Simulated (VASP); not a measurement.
# InPd in VASP: notebook

InPd is run at these levels: PBE, r2SCAN; tasks: single point.

All numbers are computed with VASP 6.6.1; they aren't measurements. Logs are shortened: lines on timing, memory, paths and dates and some standing lists are left out, and cuts for length are marked.

## 1. The cell of the first run

Symmetry: Fm-3m, No. 225, cubic system. Conventional cell: a = 5.564 Å, b = 5.564 Å, c = 5.564 Å, α = 90.00°, β = 90.00°, γ = 90.00°. In (site symmetry m-3m) has 6 Pd at 2.78 Å within 3.7 Å. Within 3.7 Å of Pd (site symmetry m-3m) lie 6 In at 2.78 Å.

## 2. Single point, PBE

Input file INCAR:

```
PREC     = Accurate       # precision mode
ENCUT    = 520            # plane-wave cutoff, eV
EDIFF    = 1E-7           # SCF threshold, eV
ISMEAR   = -1             # smearing method
SIGMA    = 0.05           # smearing width, eV
LREAL    = F              # projectors in reciprocal space
LASPH    = T              # aspherical terms in the spheres
NELM     = 80             # most SCF steps
ALGO     = Fast           # electronic algorithm
ISIF     = 2              # what is computed and relaxed
LWAVE    = F              # write WAVECAR
LCHARG   = T              # write CHGCAR
GGA      = PE             # functional
LELF     = T              # ELF
LVHAR    = T            
NBANDS   = 18             # bands
```

Input file KPOINTS:

```
Automatic mesh
0
Gamma
  8 8 8
```

Input file POSCAR:

```
InPd
1.0
    0.0000000000      2.7822066440      2.7822066440
    2.7822066440      0.0000000000      2.7822066440
    2.7822066440      2.7822066440      0.0000000000
In Pd
1 1
Direct
    0.0000000000      0.0000000000      0.0000000000
    0.5000000000      0.5000000000      0.5000000000
```

Potentials or basis: VASP PAW PBE potentials, release 64 (In_d, Pd).

Run with:

```
cat potpaw_PBE.64/In_d/POTCAR potpaw_PBE.64/Pd/POTCAR > POTCAR
mpirun -np 1 vasp_std > vasp.out
```

OUTCAR:

```text
PREC = Accurate
   ENCUT = 520
   EDIFF = 1E-7
   ISMEAR = -1
   LREAL = F
   LASPH = T
   NELM = 80
   ISIF = 2
   GGA = PE

 ion  position               nearest neighbor table
   1  0.000  0.000  0.000-   2 2.78   2 2.78   2 2.78   2 2.78   2 2.78   2 2.78
   2  0.500  0.500  0.500-   1 2.78   1 2.78   1 2.78   1 2.78   1 2.78   1 2.78

  LATTYP: Found a face centered cubic cell.
 ALAT       =     5.5644132880

  Lattice vectors:

 A1 = (   0.0000000000,   2.7822066440,   2.7822066440)
 A2 = (   2.7822066440,   0.0000000000,   2.7822066440)
 A3 = (   2.7822066440,   2.7822066440,   0.0000000000)

Analysis of symmetry for initial positions (statically):
=====================================================================
 Subroutine PRICEL returns:
 Original cell was already a primitive cell.

 Routine SETGRP: Setting up the symmetry group for a
 face centered cubic supercell.

 Subroutine GETGRP returns: Found 48 space group operations
 (whereof 48 operations were pure point group operations)
 out of a pool of 48 trial point group operations.

The static configuration has the point symmetry O_h .

Analysis of symmetry for dynamics (positions and initial velocities):
=====================================================================
 Subroutine PRICEL returns:
 Original cell was already a primitive cell.

 Routine SETGRP: Setting up the symmetry group for a
 face centered cubic supercell.

 Subroutine GETGRP returns: Found 48 space group operations
 (whereof 48 operations were pure point group operations)
 out of a pool of 48 trial point group operations.

The dynamic configuration has the point symmetry O_h .

 Subroutine INISYM returns: Found 48 space group operations
 (whereof 48 operations are pure point group operations),
 and found     1 'primitive' translations

----------------------------------------------------------------------------------------

                                     Primitive cell

  volume of cell :      43.0723

  direct lattice vectors                    reciprocal lattice vectors
     0.000000000  2.782206644  2.782206644    -0.179713466  0.179713466  0.179713466
     2.782206644  0.000000000  2.782206644     0.179713466 -0.179713466  0.179713466
     2.782206644  2.782206644  0.000000000     0.179713466  0.179713466 -0.179713466

  length of vectors
[... 73 lines left out ...]
   PREC   = accura    normal or accurate (medium, high low for compatibility)
   ISTART =      0    job   : 0-new  1-cont  2-samecut
   ICHARG =      2    charge: 1-file 2-atom 10-const
   ISPIN  =      1    spin polarized calculation?
   LNONCOLLINEAR =      F non collinear calculations
   LSORBIT =      F    spin-orbit coupling
   LASPH  =      T    aspherical Exc in radial PAW
   ENCUT  =  520.0 eV  38.22 Ry    6.18 a.u.   7.32  7.32  7.32*2*pi/ulx,y,z
   NELM   =     80;   NELMIN=  2; NELMDL= -5     # of ELM steps
   EDIFF  = 0.1E-06   stopping-criterion for ELM
   LREAL  =      F    real-space projection
   EDIFFG = 0.1E-05   stopping-criterion for IOM
   NSW    =      0    number of steps for IOM
   IBRION =     -1    ionic relax: 0-MD 1-quasi-New 2-CG
   NFREE  =      0    steps in history (QN), initial steepest desc. (CG)
   ISIF   =      2    stress and relaxation
   ISYM   =      2    0-nonsym 1-usesym 2-fastsym
   POTIM  = 0.5000    time-step for ionic-motion
   TEBEG  =    0.0;   TEEND  =   0.0 temperature during run
   PSTRESS=    0.0 pullay stress
   NELECT =      23.0000    total number of electrons
   NUPDOWN=      -1.0000    fix difference up-down
   EMIN   =  10.00;   EMAX   =-10.00  energy-range for DOS
   EFERMI =   0.00;   METHOD = LEGACY
   ISMEAR =    -1;   SIGMA  =   0.05  broadening in eV -4-tet -1-fermi 0-gaus
   EFERMI_NEDOS =   21; number of points for ismear=-14 and -15
   IALGO  =     68    algorithm
   IMIX   =      4    mixing-type and parameters
     AMIX     =   0.40;   BMIX     =  1.00
     AMIX_MAG =   1.60;   BMIX_MAG =  1.00
  volume/ion in A,a.u.               =      21.54       145.33
  Fermi-wavevector in a.u.,A,eV,Ry     =   1.328163  2.509864 24.000910  1.764017
  Thomas-Fermi vector in A             =   2.457421
   LORBIT       =      0    0 simple, 1 ext, 2 COOP (PROOUT), +10 PAW based schemes
   GGA     = PE    functional components
   LHFCALC =     F    Hartree Fock is set to
   AEXX    =    0.0000 exact exchange contribution
   IVDW    =     0    specifies the selected vdW correction
   LEPSILON=     F    determine dielectric tensor
   LRPA    =     F    only Hartree local field effects (RPA)
 non-spin polarized calculation
 RMM-DIIS sequential band-by-band and
  energy-cutoff  :      520.00
  volume of cell :       43.07
 maximum number of plane-waves:      1211
 NGX is ok and might be reduce to    30
   NGX = 15   NGY = 15   NGZ = 15

 number of electron      23.0000006 magnetization

 Free energy of the ion-electron system (eV)
  ---------------------------------------------------
  ext. energy  EPLUGINS =         0.00000000
  ---------------------------------------------------
  free energy    TOTEN  =        -8.28063274 eV

  energy without entropy =       -8.26996270  energy(sigma->0) =       -8.27529772

 E-fermi :   7.6258     XC(G=0): -10.9950

 val. band max:        7.5792833961   @ k =  -0.3750   0.5000   0.1250
 cond. band min:       7.6332655126   @ k =  -0.3750   0.3750   0.0000
 fundamental gap:      0.0539821165
 Fermi energy:         7.6257822160

 k-point     1 :       0.0000    0.0000    0.0000
  band No.  band energies     occupation
      1      -6.8742      2.00000
      2      -6.8742      2.00000
      3      -6.7913      2.00000
      4      -6.7913      2.00000
      5      -6.7913      2.00000
      6      -0.8587      2.00000
[... 481 lines left out ...]
      5      -6.6937      2.00000
      6       2.3286      2.00000
[... 10 lines left out ...]
     17      19.7512      0.00000
     18      20.6215      0.00000

 [... further k-points ...]
[... 5 lines left out ...]
  --------------------------------------------------------------------------------------
  -------------------------------------------------------------------------------------
  Total       -0.7618665     -0.7618665     -0.7618665     -0.0000000     -0.0000000      0.0000000
  in kB      -28.3394427    -28.3394427    -28.3394427     -0.0000000     -0.0000000      0.0000000
  external PRESSURE =     -28.3394427 kB  Pullay stress =       0.0000000 kB

 VOLUME and BASIS-vectors are now :
 -----------------------------------------------------------------------------
  energy-cutoff  :      520.00
  volume of cell :       43.07
      direct lattice vectors                 reciprocal lattice vectors
     0.000000000  2.782206644  2.782206644    -0.179713466  0.179713466  0.179713466
     2.782206644  0.000000000  2.782206644     0.179713466 -0.179713466  0.179713466
     2.782206644  2.782206644  0.000000000     0.179713466  0.179713466 -0.179713466

 POSITION                                       TOTAL-FORCE (eV/Angst)
 -----------------------------------------------------------------------------------
      0.00000      0.00000      0.00000        -0.000000     -0.000000     -0.000000
      2.78221      2.78221      2.78221         0.000000      0.000000      0.000000
 -----------------------------------------------------------------------------------
    total drift:                                0.000000      0.000000      0.000000

  FREE ENERGIE OF THE ION-ELECTRON SYSTEM (eV)
  ---------------------------------------------------
  free  energy   TOTEN  =        -8.2806327400 eV

  energy  without entropy=       -8.2699626974  energy(sigma->0) =       -8.27529772
```

OSZICAR:

```text
N       E                     dE             d eps       ncg     rms          rms(c)
DAV:   1     0.167534705343E+03    0.16753E+03   -0.10913E+04  1052   0.155E+03
DAV:   2     0.898257765031E+00   -0.16664E+03   -0.16033E+03  1072   0.351E+02
DAV:   3    -0.817745975981E+01   -0.90757E+01   -0.90164E+01  1202   0.890E+01
DAV:   4    -0.839303583691E+01   -0.21558E+00   -0.21542E+00  1312   0.126E+01
DAV:   5    -0.840309324112E+01   -0.10057E-01   -0.10057E-01  1418   0.252E+00    0.428E+00
RMM:   6    -0.830327270929E+01    0.99821E-01   -0.14962E-01  1196   0.446E+00    0.212E+00
RMM:   7    -0.828389641237E+01    0.19376E-01   -0.37684E-02  1225   0.175E+00    0.831E-01
RMM:   8    -0.828085500395E+01    0.30414E-02   -0.11081E-02  1289   0.103E+00    0.266E-01
RMM:   9    -0.828055006148E+01    0.30494E-03   -0.20174E-03  1481   0.686E-01    0.104E-01
RMM:  10    -0.828062682753E+01   -0.76766E-04   -0.64256E-04  1483   0.266E-01    0.326E-02
RMM:  11    -0.828063022951E+01   -0.34020E-05   -0.13866E-04  1726   0.119E-01    0.233E-02
RMM:  12    -0.828063284830E+01   -0.26188E-05   -0.29544E-05  1682   0.387E-02    0.408E-02
RMM:  13    -0.828063306589E+01   -0.21759E-06   -0.47717E-06  1531   0.170E-02    0.346E-02
RMM:  14    -0.828063282047E+01    0.24542E-06   -0.12717E-06  1404   0.782E-03    0.287E-02
RMM:  15    -0.828063274004E+01    0.80425E-07   -0.23756E-07   753   0.425E-03
   1 F= -.82806327E+01 E0= -.82752977E+01  d E =-.106700E-01
```

stdout:

```text
POSCAR found type information on POSCAR InPd
 POSCAR found :  2 types and       2 ions
 scaLAPACK will be used
 LDA part: xc-table for (Slater+PW92), standard interpolation
 POSCAR, INCAR and KPOINTS ok, starting setup
 FFT: planning ... GRIDC
 FFT: planning ... GRID_SOFT
 FFT: planning ... GRID
 WAVECAR not read
 entering main loop
WARNING in EDDRMM: call to ZHEGV failed, returncode =   8  4     17
WARNING in EDDRMM: call to ZHEGV failed, returncode =   8  4     17
```

Wall time 16 s (1 thread of Intel Xeon 6975P-C (Granite Rapids), shared host); peak memory 0.16 GiB.

What came out:

* Free energy: -8.2806 eV
* Pressure: -2.8 GPa

Caveat: spin-orbit coupling is left out, which moves the levels of the heavy elements.

## 3. Single point, PBE

This run uses another cell than the first one, of 21.95 Å³/atom, 1.019 times its volume.

Input file INCAR:

```
ALGO = Normal
EDIFF = 1E-6
ENCUT = 520
GGA = PE
ISIF = 2
ISMEAR = -1
LASPH = T
LCHARG = T
LELF = T
LREAL = F
LVHAR = T
LWAVE = F
NBANDS = 18
NELM = 60
PREC = Accurate
SIGMA = 0.05
```

Input file KPOINTS:

```
k-points
0
Gamma
  8 8 8
```

Input file POSCAR:

```
InPd
1.0
    0.0000000000      2.7999281833      2.7999281833
    2.7999281833      0.0000000000      2.7999281833
    2.7999281833      2.7999281833      0.0000000000
In Pd
1 1
Direct
    0.0000000000      0.0000000000      0.0000000000
    0.5000000000      0.5000000000      0.5000000000
```

Potentials or basis: VASP PAW PBE potentials, release 64 (In_d, Pd).

Run with:

```
cat potpaw_PBE.64/In_d/POTCAR potpaw_PBE.64/Pd/POTCAR > POTCAR
mpirun -np 1 vasp_std > vasp.out
```

Wall time 12 s (1 thread of Intel Xeon 6975P-C (Granite Rapids), shared host); peak memory 0.17 GiB.

Results (log left out):

```
Free energy : -8.2630 eV
Pressure    : -4.1 GPa
```

Levels at points of the mesh, in eV from the Fermi level:
```csv
k point,band 9,band 10,band 11,band 12,band 13,band 14
"(0.00, 0.00, 0.00)",-2.60,-2.40,-2.40,5.20,5.20,5.20
"(0.50, 0.00, 0.00)",-3.28,-2.24,-2.24,-1.26,6.95,6.95
"(0.50, 0.50, 0.00)",-2.21,-2.05,-2.05,-0.08,1.53,1.53
```

Caveat: spin-orbit coupling is left out, which moves the levels of the heavy elements.

(Continued in part 2 of 2.)
